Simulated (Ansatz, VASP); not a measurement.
# Two plane-wave programs on ZrS

Contents of POSCAR:

```
ZrS
1.0
    0.0000000000      2.7825000000      2.6250000000
    2.4675000000      0.0000000000      2.6250000000
    2.4675000000      2.7825000000      0.0000000000
Zr S
1 1
Direct
    0.0000000000      0.0000000000      0.0000000000
    0.5000000000      0.5000000000      0.5000000000
```

The input INCAR.step1:

```
SYSTEM = ZrS
PREC = Accurate
ENCUT = 520
ISMEAR = 0
SIGMA = 0.15
LREAL = .FALSE.
LASPH = .TRUE.
NELM = 100
NBANDS = 16
GGA = PE
ALGO = Normal
EDIFF = 1E-4
LWAVE = .TRUE.
LCHARG = .FALSE.
```

INCAR.step2

```
SYSTEM = ZrS
PREC = Accurate
ENCUT = 520
EDIFF = 1E-6
ISMEAR = 0
SIGMA = 0.15
LREAL = .FALSE.
LASPH = .TRUE.
NELM = 100
ALGO = Normal
ISIF = 2
LWAVE = .FALSE.
LCHARG = .FALSE.
METAGGA = R2SCAN
LMIXTAU = .TRUE.
NBANDS = 16
ISTART = 1
```

The input KPOINTS:

```
Automatic mesh
0
G
  16 16 16
  0 0 0
```

Input for Ansatz:

```yaml
crystal:
  lattice:
    - [0.0, 2.7825, 2.625]
    - [2.4675, 0.0, 2.625]
    - [2.4675, 2.7825, 0.0]
  atoms:
    - { symbol: Zr, position: [0.0, 0.0, 0.0] }
    - { symbol: S, position: [0.5, 0.5, 0.5] }
basis:
  ecutwfc: 500
kpoints:
  mp_grid: { grid: [16, 16, 16] }
hamiltonian:
  xc: r2scan
scf:
  occupations: { method: gaussian, width: 0.15 }
output:
  forces: true
  stress: true
  eigenvalues: true
  write_density: true
  write_potential: true
  elf: true
  volumetric_format: npy
```

Change from the starting cell: strain -0.0600 x Voigt [1, -1, 0, 0, 0, 0], atoms carried along.

Alike in both runs: task single point; functional r2SCAN; k mesh 16 × 16 × 16; occupations gaussian, width 0.15 eV; no spin polarisation.

```csv
,VASP,Ansatz
version,VASP 6.6.1,Ansatz 0.2.0
potentials or method,"VASP PAW PBE potentials, release 64 (Zr_sv, S), cutoff 520 eV","scalar-relativistic, plane waves, PAW"
valence electrons in the cell,18,18
```

VASP gave:

```
gap on the k mesh at the Fermi level (eV)                     : none
pressure (GPa)                                                : 2.4
traceless stress, the component that is largest in VASP (GPa) : 18.68
```

Q: Which values does Ansatz return?

A: gap on the k mesh at the Fermi level (eV): none; pressure (GPa): 2.4; traceless stress, the component that is largest in VASP (GPa): 18.63.

VASP's potentials were made for PBE, not for r2SCAN. A gap of «none» marks a metal or a gap that the smearing closes. With one functional, cell and mesh, what is left measures potentials, basis and numerics.
